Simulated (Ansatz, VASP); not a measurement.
MnO in VASP and in Ansatz

Contents of INCAR:

```
PREC = Accurate
ENCUT = 520
EDIFF = 1E-6
ISMEAR = -1
SIGMA = 0.05
LREAL = False
LASPH = True
NELM = 150
ALGO = Normal
ISIF = 2
LWAVE = False
LCHARG = False
ISPIN = 2
MAGMOM = 4 0
LORBIT = 11
LMAXMIX = 4
GGA = CA
NBANDS = 20
```

File KPOINTS:

```
regular mesh
0
Gamma
  9 9 9
```

File POSCAR:

```
MnO
1.0
    3.0103939679     -1.7395758314      0.0000000000
    3.0103939679      1.7395758314      0.0000000000
   -2.0107452843      0.0000000000      2.8472912409
Mn O
1 1
Direct
    0.5001990000      0.5001990000      0.5006650000
    0.7498025000      0.7498025000      0.2493360000
```

Contents of input.yaml:

```yaml
crystal:
  lattice:
    - [3.0103939679, -1.7395758314, 0.0]
    - [3.0103939679, 1.7395758314, 0.0]
    - [-2.0107452843, 0.0, 2.8472912409]
  atoms:
    - { symbol: Mn, position: [0.500199, 0.500199, 0.500665], spin: 4.0 }
    - { symbol: O, position: [0.7498025, 0.7498025, 0.249336] }
kpoints:
  mp_grid: { grid: [9, 9, 9] }
scf:
  occupations: { method: fermi_dirac, width: 0.05 }
hamiltonian:
  xc: lda
  pseudopotentials: { kind: all_electron, lapw: { basis_error: 0.001 } }
magnetization:
  spin_polarized: true
output:
  forces: true
  stress: true
  eigenvalues: true
```

Change from the starting cell: volume scaled by 1.04.

Alike in both runs: task single point; functional LDA; k mesh 9 × 9 × 9; occupations fermi-dirac, width 0.05 eV; collinear spin.

```csv
,VASP,Ansatz
version,VASP 6.6.1,Ansatz 0.2.0
potentials or method,"VASP PAW LDA potentials, release 64 (Mn_pv, O), cutoff 520 eV","all-electron LAPW, scalar-relativistic"
```

|  | VASP | Ansatz | Ansatz less VASP |
| --- | --- | --- | --- |
| gap on the k mesh at the Fermi level (eV) | none | none | - |
| pressure (GPa) | -15.5 | -15.5 | -0.02 |
| traceless stress, the component that is largest in VASP (GPa) | -0.15 | -0.15 | 0.000 |
| net moment per atom (μB) | 2.49 | 2.50 | +0.004 |
| size of the moment on the site where the two differ most (μB) | 4.40 | 4.35 | -0.052 |

LDA's correlation is that of Perdew and Zunger in VASP and of Perdew and Wang (1992) in Ansatz. Site moments also hang on the region over which each program counts them. A gap of «none» marks a metal or a gap that the smearing closes. Ansatz ran all-electron here, and VASP with PAW potentials.
